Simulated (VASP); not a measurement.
# Zr2BiN2: single point with PBE

Zr2BiN2:

```
Zr Bi N
1.0
     5.15048    0.00000    0.00000
     0.00000    5.15048    0.00000
     0.00000    0.00000    6.80677
Zr Bi N
4 2 4
Direct
  0.25650 0.50000 0.00000
  0.74350 0.50000 0.00000
  0.50000 0.25650 0.50000
  0.50000 0.74350 0.50000
  0.00000 0.00000 0.75000
  0.00000 0.00000 0.25000
  0.50000 0.12110 0.00000
  0.50000 0.87890 0.00000
  0.87890 0.50000 0.50000
  0.12110 0.50000 0.50000
```

```yaml
Program: VASP 6.6.1
Task: single point
Functional: PBE
Potentials_or_basis: VASP PAW PBE potentials, release 64 (Zr_sv, Bi_d, N)
Cutoff: 520 eV
k_mesh: 4 × 4 × 2
Occupations: gaussian, width 0.1 eV
Spin: no spin polarisation
Dipole_correction: no
Further_INCAR_settings: ALGO = Normal; EDIFF = 1e-07; NBANDS = 60
```

* Pressure: 0.1 GPa
* Largest force: 0.183 eV/Å
* Band gap on the k mesh: zero (band 49 reaches 9.61 eV, above the bottom of band 50 at 8.03 eV)

Forces on the atoms (eV/Å):
```
Zr  -0.014  0.000  0.000
Zr   0.014  0.000  0.000
Zr   0.000 -0.014  0.000
Zr   0.000  0.014  0.000
Bi   0.000  0.000  0.000
Bi   0.000  0.000  0.000
N    0.000  0.183  0.000
N    0.000 -0.183  0.000
N   -0.183  0.000  0.000
N    0.183  0.000  0.000
```

Stress tensor (GPa, compression positive):
```
 0.29  0.00  0.00
 0.00  0.29  0.00
 0.00  0.00 -0.14
```

Levels at points of the mesh, in eV from the Fermi level:
| k point | band 46 | band 47 | band 48 | band 49 | band 50 | band 51 |
| --- | --- | --- | --- | --- | --- | --- |
| (0.00, 0.00, 0.00) | -1.64 | -1.43 | -0.81 | 0.22 | 0.43 | 1.24 |
| (0.50, 0.00, 0.00) | -1.19 | -0.86 | -0.25 | 0.11 | 0.55 | 0.80 |
| (0.50, 0.50, 0.00) | -0.59 | -0.59 | -0.27 | 1.16 | 1.40 | 1.40 |
| (0.00, 0.00, 0.50) | -1.68 | -0.69 | -0.69 | 0.27 | 0.27 | 0.89 |
| (0.50, 0.00, 0.50) | -1.06 | -0.97 | -0.67 | -0.28 | 0.08 | 1.06 |
| (0.50, 0.50, 0.50) | -1.31 | -0.08 | -0.08 | 1.33 | 1.33 | 1.48 |

Wall time 2.1 min on 1 thread of Intel(R) Xeon(R) 6975P-C (Granite Rapids), with other jobs on the host, peak memory 0.34 GiB.

Caveat: the k points lie up to 0.46 Å⁻¹ apart; the standard files for N, O and F lose accuracy on very short bonds; spin-orbit coupling is left out, which moves the levels of the heavy elements.
